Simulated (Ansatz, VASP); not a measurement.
HfH3: VASP beside Ansatz

INCAR

```
  ALGO = Normal
  EDIFF = 1E-6
  EDIFFG = -0.05
  ENCUT = 600
  GGA = PS
  IBRION = 2
  ISIF = 3
  ISMEAR = 1
  IVDW = 12
  LASPH = T
  LCHARG = F
  LREAL = F
  LWAVE = F
  NELM = 60
  NSW = 80
  PREC = Accurate
  SIGMA = 0.1
```

KPOINTS

```
k-points
0
Gamma
  12 12 12
```

POSCAR

```
HfH3
1.0
   -1.5265120000      1.5265120000      3.0340320000
    1.5265120000     -1.5265120000      3.0340320000
    1.5265120000      1.5265120000     -3.0340320000
Hf H
1 3
Direct
    0.0000000000      0.0000000000      0.0000000000
    0.7500000000      0.2500000000      0.5000000000
    0.2500000000      0.7500000000      0.5000000000
    0.5000000000      0.5000000000      0.0000000000
```

Input for Ansatz:

```yaml
crystal:
  lattice:
    - [-1.526512, 1.526512, 3.034032]
    - [1.526512, -1.526512, 3.034032]
    - [1.526512, 1.526512, -3.034032]
  atoms:
    - { symbol: Hf, position: [0.0, 0.0, 0.0] }
    - { symbol: H, position: [0.75, 0.25, 0.5] }
    - { symbol: H, position: [0.25, 0.75, 0.5] }
    - { symbol: H, position: [0.5, 0.5, 0.0] }
kpoints:
  mp_grid:
    grid: [12, 12, 12]
hamiltonian:
  xc: pbesol
  dispersion: d3bj
scf:
  occupations:
    method: cold
    width: 0.1
relax:
  f_tol: 0.05
  cell: {}
```

Alike in both runs: task relaxation of cell and atoms; functional PBEsol; dispersion D3(BJ); k mesh 12 × 12 × 12; no spin polarisation.

|  | VASP | Ansatz |
| --- | --- | --- |
| version | VASP 6.6.1 | Ansatz 0.2.0 |
| potentials or method | VASP PAW PBE potentials, release 64 (Hf_pv, H) | plane waves, PAW |
| plane-wave cutoff (eV) | 600 | 420 |
| occupations | methfessel-paxton of order 1, width 0.1 eV | cold, width 0.1 eV |
| valence electrons in the cell | 13 | 29 |

Ansatz gave:

* relaxed volume (Å³/atom): 6.62
* relaxed length of the cell vector where the two differ most in proportion (Å): 3.601

Task: What did VASP give for the same quantities?

Result: Relaxed volume (Å³/atom): 6.59; relaxed length of the cell vector where the two differ most in proportion (Å): 3.592.

VASP's potentials were made for PBE, not for PBEsol. VASP's potentials hold 13 valence electrons a cell and Ansatz's 29, so a difference there can come from the potentials and not from the codes.

Spin-orbit coupling is off throughout.
